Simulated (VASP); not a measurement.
## Si5H26C2: single point with PBE+D3(BJ)

Si5H26C2:

```
C H Si
1.0
     8.20313    0.00000    0.00000
     0.00000    8.20313    0.00000
     0.00000    0.00000    8.20313
C H Si
2 26 5
Direct
  0.79728 0.55948 0.19465
  0.91765 0.69458 0.15522
  0.71412 0.54735 0.10370
  0.87385 0.44829 0.18761
  0.75864 0.56666 0.32130
  0.01115 0.68580 0.23445
  0.95176 0.73023 0.03372
  0.85295 0.81381 0.21759
  0.94051 0.38088 0.71053
  0.86255 0.14776 0.84786
  0.68419 0.37876 0.79199
  0.77815 0.19633 0.54533
  0.46836 0.21221 0.63634
  0.28757 0.23795 0.43058
  0.20827 0.06573 0.65502
  0.20591 0.37133 0.69231
  0.15315 0.71228 0.84640
  0.40151 0.57530 0.91629
  0.26762 0.67506 0.12050
  0.16474 0.43379 0.98803
  0.76979 0.65029 0.54246
  0.59303 0.72571 0.75591
  0.67055 0.93701 0.60975
  0.47968 0.75775 0.46009
  0.51803 0.84969 0.16484
  0.61812 0.14137 0.17749
  0.63941 0.94428 0.91185
  0.36863 0.06626 0.00439
  0.80334 0.25220 0.72322
  0.28510 0.22700 0.61662
  0.23523 0.59787 0.95458
  0.62358 0.77090 0.58146
  0.53009 0.01744 0.04791
```

```json
{
 "Program": "VASP 6.6.1",
 "Task": "single point",
 "Functional": "PBE",
 "Dispersion": "D3(BJ)",
 "Potentials or basis": "VASP PAW PBE potentials, release 64 (C, H, Si)",
 "Cutoff": "520 eV",
 "k mesh": "1 × 1 × 1",
 "Occupations": "fermi-dirac, width 0.05 eV",
 "Spin": "no spin polarisation"
}
```

```json
{"Pressure": "-0.1 GPa", "Largest force": "5.824 eV/Å", "Band gap on the k mesh": "5.40 eV", "Dispersion energy per atom": "-0.039 eV"}
```

Forces in eV/Å, atoms in the order of the input:
```
C    3.663 -0.879  0.707
C   -4.527  3.361  1.460
H   -2.784 -0.232 -1.783
H   -0.377 -0.312  0.082
H   -0.541  0.093 -0.180
H    3.241 -0.387  1.756
H   -0.092 -0.290 -0.590
H    1.037 -1.415 -1.525
H   -0.334 -0.640 -0.118
H    0.213 -1.210  0.700
H   -0.140 -0.918 -0.257
H   -0.099 -0.013  0.982
H   -0.574  0.051  0.430
H   -0.417  0.160  0.456
H   -0.072  0.230  0.231
H    0.193 -0.127  0.014
H   -0.362  0.145 -0.481
H    1.478 -0.365 -0.971
H   -0.460 -0.047 -0.437
H   -0.349  0.121 -0.241
H   -0.949  1.050 -0.007
H   -0.513 -0.271 -0.260
H    0.444  1.034 -0.405
H    0.696 -0.062  0.687
H   -0.125  1.625 -1.066
H   -0.701 -0.827 -1.458
H   -0.608  0.922  0.524
H   -0.992  0.439 -0.481
Si   0.487  3.075 -1.177
Si   0.932 -0.486 -1.391
Si   0.014  0.022  2.091
Si   0.233 -1.851  0.071
Si   2.386 -1.997  2.634
```

Stress tensor (GPa, compression positive):
```
 1.71  0.61  0.68
 0.61 -1.15 -0.80
 0.68 -0.80 -0.89
```

Levels at points of the mesh, in eV from the valence-band top:
```csv
k point,band 23,band 24,band 25,band 26,band 27,band 28,band 29,band 30,band 31,band 32
"(0.00, 0.00, 0.00)",-0.85,-0.47,-0.31,-0.08,0.00,5.40,5.49,5.89,6.20,6.37
```

It took 30 s on 1 thread of AMD EPYC 9R45 96-Core Processor (Zen 5) (shared host), peak memory 0.5 GiB.

Caveat: the k points lie up to 0.77 Å⁻¹ apart.
